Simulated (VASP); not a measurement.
# Cu (Fm-3m) in VASP: a series of runs

Runs on Cu. Level: LDA. Tasks: single point, relaxation of cell and atoms.

All numbers are computed with VASP 6.6.1; they aren't measurements. Logs are shortened: lines on timing, memory, paths and dates and some standing lists are left out, and cuts for length are marked.

## (1) The cell of the first run

Symmetry: Fm-3m, No. 225, cubic system. Conventional cell: a = 3.372 Å, b = 3.372 Å, c = 3.372 Å, α = 90.00°, β = 90.00°, γ = 90.00°. Cu (site symmetry m-3m) has 12 Cu at 2.38 Å within 3.1 Å.

## (2) Single point, LDA (volume scaled by 0.88)

Input file INCAR:

```
PREC     = Accurate       # precision mode
ENCUT    = 520            # plane-wave cutoff, eV
EDIFF    = 1E-6           # SCF threshold, eV
ISMEAR   = -1             # smearing method
SIGMA    = 0.05           # smearing width, eV
LREAL    = False          # projectors in reciprocal space
LASPH    = True           # aspherical terms in the spheres
NELM     = 60             # most SCF steps
ALGO     = Normal         # electronic algorithm
ISIF     = 2              # what is computed and relaxed
LWAVE    = False          # write WAVECAR
LCHARG   = False          # write CHGCAR
NBANDS   = 12             # bands
```

Input file KPOINTS:

```
regular mesh
0
Gamma
  18 18 18
```

Input file POSCAR:

```
Cu
1.0
    0.0000000000      1.6859347935      1.6859347935
    1.6859347935      0.0000000000      1.6859347935
    1.6859347935      1.6859347935      0.0000000000
Cu
1
Direct
    0.0000000000      0.0000000000      0.0000000000
```

Potentials or basis: VASP PAW LDA potentials, release 64 (Cu).

On the command line:

```console
$ cat potpaw_LDA.64/Cu/POTCAR > POTCAR
$ mpirun -np 1 vasp_std > vasp.out
```

OUTCAR:

```text
PREC = Accurate
   ENCUT = 520
   EDIFF = 1E-6
   ISMEAR = -1
   LREAL = False
   LASPH = True
   NELM = 60
   ISIF = 2

 ion  position               nearest neighbor table
   1  0.000  0.000  0.000-

  LATTYP: Found a face centered cubic cell.
 ALAT       =     3.3718695870

  Lattice vectors:

 A1 = (   0.0000000000,   1.6859347935,   1.6859347935)
 A2 = (   1.6859347935,   0.0000000000,   1.6859347935)
 A3 = (   1.6859347935,   1.6859347935,   0.0000000000)

Analysis of symmetry for initial positions (statically):
=====================================================================
 Subroutine PRICEL returns:
 Original cell was already a primitive cell.

 Routine SETGRP: Setting up the symmetry group for a
 face centered cubic supercell.

 Subroutine GETGRP returns: Found 48 space group operations
 (whereof 48 operations were pure point group operations)
 out of a pool of 48 trial point group operations.

The static configuration has the point symmetry O_h .

Analysis of symmetry for dynamics (positions and initial velocities):
=====================================================================
 Subroutine PRICEL returns:
 Original cell was already a primitive cell.

 Routine SETGRP: Setting up the symmetry group for a
 face centered cubic supercell.

 Subroutine GETGRP returns: Found 48 space group operations
 (whereof 48 operations were pure point group operations)
 out of a pool of 48 trial point group operations.

The dynamic configuration has the point symmetry O_h .

 Subroutine INISYM returns: Found 48 space group operations
 (whereof 48 operations are pure point group operations),
 and found     1 'primitive' translations

----------------------------------------------------------------------------------------

                                     Primitive cell

  volume of cell :       9.5841

  direct lattice vectors                    reciprocal lattice vectors
     0.000000000  1.685934793  1.685934793    -0.296571375  0.296571375  0.296571375
     1.685934793  0.000000000  1.685934793     0.296571375 -0.296571375  0.296571375
     1.685934793  1.685934793  0.000000000     0.296571375  0.296571375 -0.296571375

  length of vectors
     2.384271850  2.384271850  2.384271850     0.513676690  0.513676690  0.513676690

  position of ions in fractional coordinates (direct lattice)
     0.000000000  0.000000000  0.000000000

  ion indices of the primitive-cell ions
   primitive index   ion index
                 1           1

----------------------------------------------------------------------------------------
[... 80 lines left out ...]
   PSTRESS=    0.0 pullay stress
   NELECT =      11.0000    total number of electrons
   NUPDOWN=      -1.0000    fix difference up-down
   EMIN   =  10.00;   EMAX   =-10.00  energy-range for DOS
   EFERMI =   0.00;   METHOD = LEGACY
   ISMEAR =    -1;   SIGMA  =   0.05  broadening in eV -4-tet -1-fermi 0-gaus
   EFERMI_NEDOS =   21; number of points for ismear=-14 and -15
   IALGO  =     38    algorithm
   IMIX   =      4    mixing-type and parameters
     AMIX     =   0.40;   BMIX     =  1.00
     AMIX_MAG =   1.60;   BMIX_MAG =  1.00
  volume/ion in A,a.u.               =       9.58        64.68
  Fermi-wavevector in a.u.,A,eV,Ry     =   1.714043  3.239071 39.973130  2.937942
  Thomas-Fermi vector in A             =   2.791674
   LORBIT       =      0    0 simple, 1 ext, 2 COOP (PROOUT), +10 PAW based schemes
   GGA     = CA    functional components
   LHFCALC =     F    Hartree Fock is set to
   AEXX    =    0.0000 exact exchange contribution
   IVDW    =     0    specifies the selected vdW correction
   LEPSILON=     F    determine dielectric tensor
   LRPA    =     F    only Hartree local field effects (RPA)
 non-spin polarized calculation
  energy-cutoff  :      520.00
  volume of cell :        9.58
 maximum number of plane-waves:       271
 NGX is ok and might be reduce to    18
   NGX =  9   NGY =  9   NGZ =  9

 number of electron      11.0000011 magnetization

 Free energy of the ion-electron system (eV)
  ---------------------------------------------------
  ext. energy  EPLUGINS =         0.00000000
  ---------------------------------------------------
  free energy    TOTEN  =        -4.58168731 eV

  energy without entropy =       -4.57911821  energy(sigma->0) =       -4.58040276

 E-fermi :  10.2657     XC(G=0): -14.3705

 val. band max:       10.2573608120   @ k =   0.4444   0.3889   0.0000
 cond. band min:      10.3214971511   @ k =   0.5000   0.3333   0.1667
 fundamental gap:      0.0641363391
 Fermi energy:        10.2656629991

 k-point     1 :       0.0000    0.0000    0.0000
  band No.  band energies     occupation
      1      -0.7865      2.00000
      2       6.4639      2.00000
      3       6.4639      2.00000
      4       6.4639      2.00000
      5       7.6204      2.00000
      6       7.6204      2.00000
      7      34.5528      0.00000
      8      38.7542      0.00000
      9      38.7542      0.00000
     10      38.7542      0.00000
     11      41.6508      0.00000
     12      41.6508      0.00000
[... 331 lines left out ...]
 k-point    24 :      -0.2222    0.0556    0.0000
  band No.  band energies     occupation
      1       1.5853      2.00000
      2       6.0493      2.00000
      3       6.6785      2.00000
      4       6.7327      2.00000
      5       7.5423      2.00000
      6       7.8840      2.00000
      7      25.1684      0.00000
      8      32.7516      0.00000
      9      36.4721      0.00000
     10      38.5563      0.00000
     11      41.0720      0.00000
     12      41.5640      0.00000

 [... further k-points ...]

------------------------ aborting loop because EDIFF is reached ----------------------------------------

  FORCE on cell =-STRESS in cart. coord.  units (eV):
  Direction    XX          YY          ZZ          XY          YZ          ZX
  --------------------------------------------------------------------------------------
  -------------------------------------------------------------------------------------
  Total        2.0316886      2.0316886      2.0316886      0.0000000     -0.0000000      0.0000000
  in kB      339.6373200    339.6373200    339.6373200      0.0000000     -0.0000000      0.0000000
  external PRESSURE =     339.6373200 kB  Pullay stress =       0.0000000 kB

 VOLUME and BASIS-vectors are now :
 -----------------------------------------------------------------------------
  energy-cutoff  :      520.00
  volume of cell :        9.58
      direct lattice vectors                 reciprocal lattice vectors
     0.000000000  1.685934793  1.685934793    -0.296571375  0.296571375  0.296571375
     1.685934793  0.000000000  1.685934793     0.296571375 -0.296571375  0.296571375
     1.685934793  1.685934793  0.000000000     0.296571375  0.296571375 -0.296571375

 POSITION                                       TOTAL-FORCE (eV/Angst)
 -----------------------------------------------------------------------------------
      0.00000      0.00000      0.00000         0.000000      0.000000     -0.000000
 -----------------------------------------------------------------------------------
    total drift:                                0.000000     -0.000000     -0.000000

  FREE ENERGIE OF THE ION-ELECTRON SYSTEM (eV)
  ---------------------------------------------------
  free  energy   TOTEN  =        -4.5816873129 eV

  energy  without entropy=       -4.5791182140  energy(sigma->0) =       -4.58040276
```

OSZICAR:

```text
N       E                     dE             d eps       ncg     rms          rms(c)
DAV:   1     0.398009070770E+02    0.39801E+02   -0.53299E+03  5420   0.165E+03
DAV:   2    -0.443622334725E+01   -0.44237E+02   -0.41041E+02  4792   0.212E+02
DAV:   3    -0.561442266100E+01   -0.11782E+01   -0.11727E+01  5448   0.387E+01
DAV:   4    -0.562107601961E+01   -0.66534E-02   -0.66526E-02  5296   0.257E+00
DAV:   5    -0.562112867134E+01   -0.52652E-04   -0.52651E-04  5608   0.233E-01    0.809E+00
DAV:   6    -0.485319807842E+01    0.76793E+00   -0.12267E+01  5608   0.723E+01    0.280E+00
DAV:   7    -0.460607452932E+01    0.24712E+00   -0.15566E+00  5632   0.256E+01    0.803E-01
DAV:   8    -0.458240844204E+01    0.23666E-01   -0.12439E-02  6380   0.121E+00    0.182E-01
DAV:   9    -0.458167111474E+01    0.73733E-03   -0.24926E-03  6236   0.871E-01    0.148E-02
DAV:  10    -0.458168621845E+01   -0.15104E-04   -0.22489E-05  5176   0.608E-02    0.415E-03
DAV:  11    -0.458168731597E+01   -0.10975E-05   -0.27311E-07  3988   0.905E-03    0.699E-04
DAV:  12    -0.458168731286E+01    0.31168E-08   -0.39086E-08  2756   0.251E-03
   1 F= -.45816873E+01 E0= -.45804028E+01  d E =-.256910E-02
```

stdout:

```text
POSCAR found type information on POSCAR Cu
 POSCAR found :  1 types and       1 ions
 scaLAPACK will be used
 LDA part: xc-table for (Slater(with rela. corr.)+CA(PZ))
 , standard interpolation
 POSCAR, INCAR and KPOINTS ok, starting setup
 FFT: planning ... GRIDC
 FFT: planning ... GRID_SOFT
 FFT: planning ... GRID
 WAVECAR not read
 entering main loop
```

Run time: 14 s. Hardware: 1 thread of Intel Xeon 6975P-C, shared host; peak memory 0.13 GiB.

Results:

| Item | Value |
| --- | --- |
| Free energy | -4.5817 eV |
| Pressure | 34.0 GPa |

Caveat: the cell differs from its parent crystal (volume scaled by 0.88).

## (3) Relaxation of cell and atoms, LDA

This run uses another cell than the first one, of 11.81 Å³/atom, 1.232 times its volume.

Input file INCAR:

```
PREC = Accurate ; ENCUT = 700
EDIFF = 1E-7 ; ISMEAR = -1
SIGMA = 0.05 ; LREAL = F
LASPH = T ; NELM = 120
ALGO = Normal ; ISIF = 3
LWAVE = F ; LCHARG = F
IBRION = 2 ; NSW = 60
EDIFFG = -0.005 ; GGA_COMPAT = F
NELMIN = 4
```

Input file KPOINTS:

```
Automatic mesh
0
Gamma
  18 18 18
```

Input file POSCAR:

```
Cu
1.0
    0.0000000000      1.8074791684      1.8074791684
    1.8074791684      0.0000000000      1.8074791684
    1.8074791684      1.8074791684      0.0000000000
Cu
1
Direct
    0.0000000000      0.0000000000      0.0000000000
```

Potentials or basis: VASP PAW LDA potentials, release 64 (Cu_sv_GW).

On the command line:

```console
$ cat potpaw_LDA.64/Cu_sv_GW/POTCAR > POTCAR
$ mpirun -np 1 vasp_std > vasp.out
```

Run time: 74 s. Hardware: 1 thread of Intel Xeon 6975P-C (Granite Rapids), shared host; peak memory 0.2 GiB.

Results (log left out):

```
Free energy                            : -4.8854 eV
Relaxed volume                         : 10.71 Å³/atom
Relaxed cell                           : a = 2.474 Å, b = 2.474 Å, c = 2.474 Å, α = 60.00°, β = 60.00°, γ = 60.00°
Space group after relaxing (to 0.05 Å) : Fm-3m (No. 225)
Energy gained by relaxing              : 63.5 meV/atom
Ionic steps                            : 7
Pressure after relaxing                : -0.1 GPa
```

The path:
```
step  energy change (eV)  largest force (eV/Å)  pressure (GPa)  volume (Å³)
   1              0.0000                0.0000          -16.69        11.81
   2             -0.0048                0.0000           23.18         9.83
   3             -0.0635                0.0000           -0.21        10.72
   4             -0.0635                0.0000            0.12        10.70
   5             -0.0635                0.0000           -0.10        10.71
   6             -0.0635                0.0000            0.11        10.71
   7             -0.0635                0.0000           -0.06        10.71
```

Final structure:
```cif
data_structure
_symmetry_space_group_name_H-M 'P 1'
_symmetry_Int_Tables_number 1
_cell_length_a 2.4744
_cell_length_b 2.4744
_cell_length_c 2.4744
_cell_angle_alpha 60.000
_cell_angle_beta 60.000
_cell_angle_gamma 60.000
_cell_volume 10.71
loop_
_atom_site_label
_atom_site_type_symbol
_atom_site_fract_x
_atom_site_fract_y
_atom_site_fract_z
_atom_site_occupancy
Cu1 Cu 0.00000 0.00000 0.00000 1
```

Levels at points of the mesh, in eV from the Fermi level:
| k point | band 7 | band 8 | band 9 | band 10 | band 11 | band 12 | band 13 |
| --- | --- | --- | --- | --- | --- | --- | --- |
| (0.00, 0.00, 0.00) | -3.34 | -3.34 | -2.36 | -2.36 | 23.50 | 26.72 | 26.72 |
| (0.50, 0.00, 0.00) | -3.38 | -1.69 | -1.69 | -1.30 | 4.27 | 21.95 | 23.47 |
| (0.50, 0.50, 0.00) | -1.70 | -1.52 | -1.52 | 1.39 | 7.84 | 13.77 | 13.77 |
